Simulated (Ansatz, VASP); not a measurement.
# I in VASP and in Ansatz

```xyz
2
Lattice="0.0000 3.1672 3.1672 3.1672 0.0000 3.1672 3.1672 3.1672 0.0000" Properties=species:S:1:pos:R:3 pbc="T T T"
I    -0.7918   -0.7918   -0.7918
I     0.7918    0.7918    0.7918
```

Change from the starting cell: volume scaled by 0.52, LAPW.

Alike in both runs: task single point; functional PBE; k mesh 10 × 10 × 10; occupations fermi-dirac, width 0.1 eV; no spin polarisation.

|  | VASP | Ansatz |
| --- | --- | --- |
| version | VASP 6.6.1 | Ansatz 0.2.0 |
| potentials or method | VASP PAW PBE potentials, release 64 (I), cutoff 520 eV | all-electron LAPW, scalar-relativistic |

```tsv
	VASP	Ansatz	Ansatz less VASP
pressure (GPa)	31.7	31.8	+0.08
```

Both programs put the cell under a high pressure, so it lies far from rest at this level. Ansatz ran all-electron here, and VASP with PAW potentials.

Spin-orbit coupling is off throughout.
